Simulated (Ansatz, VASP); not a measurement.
# One calculation of Ta, two programs

Contents of INCAR:

```
SYSTEM = Ta
PREC     = Accurate       ! precision mode
ENCUT    = 520            ! plane-wave cutoff, eV
EDIFF    = 1E-6           ! SCF threshold, eV
ISMEAR   = -1             ! smearing method
SIGMA    = 0.05           ! smearing width, eV
LREAL    = .FALSE.        ! projectors in reciprocal space
LASPH    = .TRUE.         ! aspherical terms in the spheres
NELM     = 100            ! most SCF steps
ALGO     = Normal         ! electronic algorithm
ISIF     = 2              ! what is computed and relaxed
LWAVE    = .FALSE.        ! write WAVECAR
LCHARG   = .FALSE.        ! write CHGCAR
NBANDS   = 12             ! bands
```

The input KPOINTS:

```
regular mesh
0
G
  7 7 6
  0 0 0
```

The input POSCAR:

```
Ta
1.0
   -1.7138403400      1.6638007000      1.6059510000
    1.6932035700     -1.6823021200      1.6038156500
    1.6862236500      1.6546854300     -1.6244524300
Ta
1
Direct
    0.0000000000      0.0000000000      0.0000000000
```

File input.yaml:

```yaml
crystal:
  lattice:
    - [-1.71384034, 1.6638007, 1.605951]
    - [1.69320357, -1.68230212, 1.60381565]
    - [1.68622365, 1.65468543, -1.62445243]
  atoms:
    - { symbol: Ta, position: [0.0, 0.0, 0.0] }
hamiltonian:
  xc: lda
  pseudopotentials: { kind: paw }
kpoints:
  mp_grid: { grid: [7, 7, 6] }
  band_path:
    path:
      - [[-0.5, 0.0, 0.5], [0.0, 0.0, 0.0], [0.5, -0.5, 0.0]]
      - [[0.0, -0.5, 0.5], [0.0, 0.0, 0.0], [0.0, 0.5, 0.0]]
      - [[-0.5, 0.5, 0.5], [0.0, 0.0, 0.0], [0.5, 0.0, 0.0]]
      - [[0.0, 0.0, 0.5], [0.0, 0.0, 0.0]]
    npoints: 14
scf:
  occupations: { method: fermi_dirac, width: 0.05 }
  n_extra_bands: 6
output:
  forces: true
  stress: true
  eigenvalues: true
  fatbands: true
```

Alike in both runs: functional LDA; k mesh 7 × 7 × 6; occupations fermi-dirac, width 0.05 eV; no spin polarisation.

```csv
,VASP,Ansatz
version,VASP 6.6.1,Ansatz 0.2.0
potentials or method,"VASP PAW LDA potentials, release 64 (Ta_pv)",Ansatz PAW
plane-wave cutoff (eV),520,420
valence electrons in the cell,11,13
task,single point,band structure
```

```tsv
	VASP	Ansatz	Ansatz less VASP
gap on the k mesh at the Fermi level (eV)	none	none	-
pressure (GPa)	-7.7	-8.4	-0.73
traceless stress, the component that is largest in VASP (GPa)	3.97	3.87	-0.107
```

LDA's correlation is that of Perdew and Zunger in VASP and of Perdew and Wang (1992) in Ansatz. A gap of «none» marks a metal or a gap that the smearing closes. VASP's potentials hold 11 valence electrons a cell and Ansatz's 13, so a difference there can come from the potentials and not from the codes.

The k mesh is coarse, so the values compare programs but aren't converged. Neither program's run includes spin-orbit coupling.
